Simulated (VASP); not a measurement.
# Mo (Im-3m) in VASP: further runs

Runs on Mo. Level: LDA. Tasks: single point.

Program: VASP 6.6.1. These are calculated values, not measurements. Logs are shortened: lines on timing, memory, paths and dates and some standing lists are left out, and cuts for length are marked.

## Step 1: The cell of the first run

The structure is cubic, space group Im-3m (No. 229). Conventional cell: a = 3.111 Å, b = 3.111 Å, c = 3.111 Å, α = 90.00°, β = 90.00°, γ = 90.00°. Mo (site symmetry m-3m) has 14 Mo at 2.69 to 3.11 Å within 3.6 Å.

## Step 2: Single point, LDA

The input, INCAR:

```
SYSTEM = Mo
  ALGO = Normal
  EDIFF = 1E-6
  ENCUT = 520
  GGA = CA
  ISIF = 2
  ISMEAR = -1
  LASPH = .TRUE.
  LCHARG = .FALSE.
  LREAL = .FALSE.
  LWAVE = .FALSE.
  NBANDS = 21
  NELM = 80
  PREC = Accurate
  SIGMA = 0.05
```

The input, KPOINTS:

```
k-points
0
G
  13 13 8
  0 0 0
```

The input, POSCAR:

```
Mo
1.0
   -1.5555620930      1.5555620930      1.5555620930
    1.5555620930     -1.5555620930      1.5555620930
    3.1111241859      3.1111241859      0.0000000000
Mo
2
Direct
    0.0000000000      0.0000000000      0.0000000000
    0.5000000000      0.5000000000      0.5000000000
```

Potentials or basis: VASP PAW LDA potentials, release 64 (Mo_sv).

On the command line:

```console
> cat potpaw_LDA.64/Mo_sv/POTCAR > POTCAR
> mpirun -np 1 vasp_std > vasp.out
```

OUTCAR:

```text
SYSTEM = Mo
   EDIFF = 1E-6
   ENCUT = 520
   GGA = CA
   ISIF = 2
   ISMEAR = -1
   LASPH = .TRUE.
   LREAL = .FALSE.
   NELM = 80
   PREC = Accurate

 ion  position               nearest neighbor table
   1  0.000  0.000  0.000-   2 2.69   2 2.69   2 2.69   2 2.69   2 3.11   2 3.11   2 3.11   2 3.11

   2  0.500  0.500  0.500-   1 2.69   1 2.69   1 2.69   1 2.69   1 3.11   1 3.11   1 3.11   1 3.11

  LATTYP: Found a base centered orthorhombic cell.
 ALAT       =     3.1111241860
 B/A-ratio  =     1.4142135624
 C/A-ratio  =     1.4142135623

  Lattice vectors:

 A1 = (  -1.5555620930,   1.5555620930,   1.5555620930)
 A2 = (   1.5555620930,  -1.5555620930,   1.5555620930)
 A3 = (   3.1111241859,   3.1111241859,   0.0000000000)

Analysis of symmetry for initial positions (statically):
=====================================================================
 Subroutine PRICEL returns following result:

  LATTYP: Found a body centered cubic cell.
 ALAT       =     3.1111241860

  Lattice vectors:

 A1 = (  -1.5555620930,   1.5555620930,  -1.5555620930)
 A2 = (  -1.5555620930,  -1.5555620930,   1.5555620930)
 A3 = (   1.5555620930,   1.5555620930,   1.5555620930)

   2 primitive cells build up your supercell.

 Routine SETGRP: Setting up the symmetry group for a
 base centered orthorhombic supercell.

 Subroutine GETGRP returns: Found  8 space group operations
 (whereof  8 operations were pure point group operations)
 out of a pool of  8 trial point group operations.

The static configuration has the point symmetry D_2h.

Analysis of symmetry for dynamics (positions and initial velocities):
=====================================================================
 Subroutine PRICEL returns following result:

  LATTYP: Found a body centered cubic cell.
 ALAT       =     3.1111241860

  Lattice vectors:

 A1 = (  -1.5555620930,   1.5555620930,  -1.5555620930)
 A2 = (  -1.5555620930,  -1.5555620930,   1.5555620930)
 A3 = (   1.5555620930,   1.5555620930,   1.5555620930)

   2 primitive cells build up your supercell.

 Routine SETGRP: Setting up the symmetry group for a
 base centered orthorhombic supercell.

 Subroutine GETGRP returns: Found  8 space group operations
 (whereof  8 operations were pure point group operations)
 out of a pool of  8 trial point group operations.

The dynamic configuration has the point symmetry D_2h.

 Subroutine INISYM returns: Found  8 space group operations
 (whereof  8 operations are pure point group operations),
 and found     2 'primitive' translations

----------------------------------------------------------------------------------------

                                     Primitive cell

  volume of cell :      15.0564

  direct lattice vectors                    reciprocal lattice vectors
    -1.555562093  1.555562093 -1.555562093    -0.321427221  0.321427221  0.000000000
    -1.555562093 -1.555562093  1.555562093    -0.321427221 -0.000000000  0.321427221
     1.555562093  1.555562093  1.555562093     0.000000000  0.321427221  0.321427221

  length of vectors
     2.694312579  2.694312579  2.694312579     0.454566735  0.454566735  0.454566735

  position of ions in fractional coordinates (direct lattice)
     0.000000000  0.000000000  0.000000000

  ion indices of the primitive-cell ions
   primitive index   ion index
                 1           1

----------------------------------------------------------------------------------------

 KPOINTS: k-points

Automatic generation of k-mesh.
 Grid dimensions read from file:
 generate k-points for:   13   13    8

 Generating k-lattice:

  Cartesian coordinates                     Fractional coordinates (reciprocal lattice)
    -0.012362585  0.012362585  0.024725171     0.076923077  0.000000000  0.000000000
     0.012362585 -0.012362585  0.024725171     0.000000000  0.076923077  0.000000000
     0.020089201  0.020089201  0.000000000     0.000000000  0.000000000  0.125000000

  Length of vectors
     0.030282026  0.030282026  0.028410421

  Shift w.r.t. Gamma in fractional coordinates (k-lattice)
     0.000000000  0.000000000  0.000000000

 Subroutine IBZKPT returns following result:
 ===========================================

 Found    245 irreducible k-points:

 Following reciprocal coordinates:
            Coordinates               Weight
  0.000000  0.000000  0.000000      1.000000
  0.076923  0.000000  0.000000      4.000000
  0.153846  0.000000  0.000000      4.000000
  0.230769  0.000000  0.000000      4.000000
  0.307692  0.000000  0.000000      4.000000
  0.384615  0.000000  0.000000      4.000000
[... 16 lines left out ...]
  0.384615  0.153846  0.000000      4.000000
  0.461538  0.153846  0.000000      4.000000
 [... further k-points ...]
   k-points           NKPTS =    245   k-points in BZ     NKDIM =    245   number of bands    NBANDS=     21
   number of dos      NEDOS =    301   number of ions     NIONS =      2
   total plane-waves  NPLWV =  14400
   dimension x,y,z NGX =    20 NGY =   20 NGZ =   36
   dimension x,y,z NGXF=    40 NGYF=   40 NGZF=   72
   ions per type =               2
   NGX,Y,Z   is equivalent  to a cutoff of  12.34, 12.34, 13.60 a.u.
   NGXF,Y,Z  is equivalent  to a cutoff of  24.68, 24.68, 27.21 a.u.
 SYSTEM =  Mo
   PREC   = accura    normal or accurate (medium, high low for compatibility)
   ISTART =      0    job   : 0-new  1-cont  2-samecut
   ICHARG =      2    charge: 1-file 2-atom 10-const
   ISPIN  =      1    spin polarized calculation?
   LNONCOLLINEAR =      F non collinear calculations
   LSORBIT =      F    spin-orbit coupling
   LASPH  =      T    aspherical Exc in radial PAW
   ENCUT  =  520.0 eV  38.22 Ry    6.18 a.u.   5.01  5.01  8.18*2*pi/ulx,y,z
   NELM   =     80;   NELMIN=  2; NELMDL= -5     # of ELM steps
   EDIFF  = 0.1E-05   stopping-criterion for ELM
   LREAL  =      F    real-space projection
   EDIFFG = 0.1E-04   stopping-criterion for IOM
   NSW    =      0    number of steps for IOM
   IBRION =     -1    ionic relax: 0-MD 1-quasi-New 2-CG
   NFREE  =      0    steps in history (QN), initial steepest desc. (CG)
   ISIF   =      2    stress and relaxation
   ISYM   =      2    0-nonsym 1-usesym 2-fastsym
   POTIM  = 0.5000    time-step for ionic-motion
   TEBEG  =    0.0;   TEEND  =   0.0 temperature during run
   PSTRESS=    0.0 pullay stress
   NELECT =      28.0000    total number of electrons
   NUPDOWN=      -1.0000    fix difference up-down
   EMIN   =  10.00;   EMAX   =-10.00  energy-range for DOS
   EFERMI =   0.00;   METHOD = LEGACY
   ISMEAR =    -1;   SIGMA  =   0.05  broadening in eV -4-tet -1-fermi 0-gaus
   EFERMI_NEDOS =   21; number of points for ismear=-14 and -15
   IALGO  =     38    algorithm
   IMIX   =      4    mixing-type and parameters
     AMIX     =   0.40;   BMIX     =  1.00
     AMIX_MAG =   1.60;   BMIX_MAG =  1.00
  volume/ion in A,a.u.               =      15.06       101.61
  Fermi-wavevector in a.u.,A,eV,Ry     =   1.597878  3.019551 34.738567  2.553213
  Thomas-Fermi vector in A             =   2.695415
   LORBIT       =      0    0 simple, 1 ext, 2 COOP (PROOUT), +10 PAW based schemes
   GGA     = CA    functional components
   LHFCALC =     F    Hartree Fock is set to
   AEXX    =    0.0000 exact exchange contribution
   IVDW    =     0    specifies the selected vdW correction
   LEPSILON=     F    determine dielectric tensor
   LRPA    =     F    only Hartree local field effects (RPA)
 non-spin polarized calculation
  energy-cutoff  :      520.00
  volume of cell :       30.11
 maximum number of plane-waves:       832
   NGX =  9   NGY =  9   NGZ = 17

 number of electron      27.9999998 magnetization

 Free energy of the ion-electron system (eV)
  ---------------------------------------------------
  ext. energy  EPLUGINS =         0.00000000
  ---------------------------------------------------
  free energy    TOTEN  =       -24.27235321 eV

  energy without entropy =      -24.26322093  energy(sigma->0) =      -24.26778707

 E-fermi :  13.1444     XC(G=0): -13.8145

 val. band max:       13.1423639192   @ k =  -0.3077   0.1538   0.3750
 cond. band min:      13.1597218688   @ k =   0.1538   0.1538   0.1250
 fundamental gap:      0.0173579496
 Fermi energy:        13.1443631119

 k-point     1 :       0.0000    0.0000    0.0000
  band No.  band energies     occupation
      1     -47.8658      2.00000
      2     -47.5502      2.00000
      3     -22.8068      2.00000
      4     -21.7194      2.00000
      5     -21.2324      2.00000
      6     -21.2169      2.00000
[... 13 lines left out ...]
     20      18.1330      0.00000
     21      25.1191      0.00000

 k-point     2 :       0.0769    0.0000    0.0000
  band No.  band energies     occupation
      1     -47.8525      2.00000
      2     -47.5457      2.00000
      3     -22.7774      2.00000
      4     -21.7487      2.00000
      5     -21.2910      2.00000
      6     -21.2694      2.00000
[... 13 lines left out ...]
     20      18.6459      0.00000
     21      25.0767      0.00000

 k-point     3 :       0.1538    0.0000    0.0000
  band No.  band energies     occupation
      1     -47.8148      2.00000
      2     -47.5341      2.00000
      3     -22.6917      2.00000
      4     -21.8526      2.00000
      5     -21.4981      2.00000
      6     -21.3449      2.00000
[... 13 lines left out ...]
     20      19.9802      0.00000
     21      24.5852      0.00000
[... 457 lines left out ...]
 k-point    23 :       0.3846    0.1538    0.0000
  band No.  band energies     occupation
      1     -47.5424      2.00000
      2     -47.5356      2.00000
      3     -22.4097      2.00000
      4     -22.3687      2.00000
      5     -21.8970      2.00000
      6     -21.8526      2.00000
[... 13 lines left out ...]
     20      22.2386      0.00000
     21      24.1818      0.00000

 k-point    24 :       0.4615    0.1538    0.0000
  band No.  band energies     occupation
      1     -47.5598      2.00000
      2     -47.4937      2.00000
      3     -22.4869      2.00000
      4     -22.4844      2.00000
      5     -22.0224      2.00000
      6     -21.7008      2.00000
[... 13 lines left out ...]
     20      20.5789      0.00000
     21      25.9016      0.00000

 [... further k-points ...]

------------------------ aborting loop because EDIFF is reached ----------------------------------------

  FORCE on cell =-STRESS in cart. coord.  units (eV):
  Direction    XX          YY          ZZ          XY          YZ          ZX
  --------------------------------------------------------------------------------------
  -------------------------------------------------------------------------------------
  Total        0.2570400      0.2570400      0.1997178     -0.0039771      0.0000000      0.0000000
  in kB       13.6760026     13.6760026     10.6261324     -0.2116020      0.0000000      0.0000000
  external PRESSURE =      12.6593792 kB  Pullay stress =       0.0000000 kB

 VOLUME and BASIS-vectors are now :
 -----------------------------------------------------------------------------
  energy-cutoff  :      520.00
  volume of cell :       30.11
      direct lattice vectors                 reciprocal lattice vectors
    -1.555562093  1.555562093  1.555562093    -0.160713610  0.160713610  0.321427221
     1.555562093 -1.555562093  1.555562093     0.160713610 -0.160713610  0.321427221
     3.111124186  3.111124186  0.000000000     0.160713610  0.160713610  0.000000000

 POSITION                                       TOTAL-FORCE (eV/Angst)
 -----------------------------------------------------------------------------------
      0.00000      0.00000      0.00000         0.000000      0.000000      0.000000
      1.55556      1.55556      1.55556        -0.000000     -0.000000     -0.000000
 -----------------------------------------------------------------------------------
    total drift:                                0.000000      0.000000      0.000000

  FREE ENERGIE OF THE ION-ELECTRON SYSTEM (eV)
  ---------------------------------------------------
  free  energy   TOTEN  =       -24.2723532124 eV

  energy  without entropy=      -24.2632209283  energy(sigma->0) =      -24.26778707
```

Run time: 36 s. Hardware: 1 thread of Intel Xeon 6975P-C (Granite Rapids), shared host; peak memory 0.22 GiB.

What came out:

| Item | Value |
| --- | --- |
| Free energy | -24.2724 eV |
| Pressure | 1.3 GPa |
| Band gap on the k mesh | zero (bands 14 and 15 overlap by 2.85 eV) |

Levels at points of the mesh, in eV from the Fermi level:
| k point | band 12 | band 13 | band 14 | band 15 | band 16 | band 17 |
| --- | --- | --- | --- | --- | --- | --- |
| (0.00, 0.00, 0.00) | -1.52 | -1.51 | -1.51 | 1.63 | 1.63 | 1.69 |
| (0.00, 0.00, 0.50) | -2.72 | -1.67 | -1.67 | 1.05 | 1.05 | 1.08 |

## Step 3: Single point, LDA

The input, INCAR:

```
  ALGO = Normal
  EDIFF = 1E-6
  ENCUT = 520
  GGA = CA
  ISIF = 2
  ISMEAR = -1
  LASPH = True
  LCHARG = False
  LREAL = False
  LWAVE = False
  NBANDS = 21
  NELM = 60
  PREC = Accurate
  SIGMA = 0.05
```

The input, KPOINTS:

```
k-points
0
Gamma
  13 13 8
```

POSCAR is that of step 2.

Potentials or basis: VASP PAW LDA potentials, release 64 (Mo_sv).

On the command line:

```console
> cat potpaw_LDA.64/Mo_sv/POTCAR > POTCAR
> mpirun -np 1 vasp_std > vasp.out
```

Run time: 36 s. Hardware: 1 thread of Intel Xeon 6975P-C (Granite Rapids), shared host; peak memory 0.22 GiB.

Results (log left out):

```
Free energy            : -24.2724 eV
Pressure               : 1.3 GPa
Band gap on the k mesh : zero (bands 14 and 15 overlap by 2.85 eV)
```

Levels at points of the mesh, in eV from the Fermi level:
```csv
k point,band 11,band 12,band 13,band 14,band 15,band 16,band 17,band 18
"(0.00, 0.00, 0.00)",-3.67,-1.52,-1.51,-1.51,1.63,1.63,1.69,1.77
"(0.00, 0.00, 0.50)",-2.72,-2.72,-1.67,-1.67,1.05,1.05,1.08,1.08
```
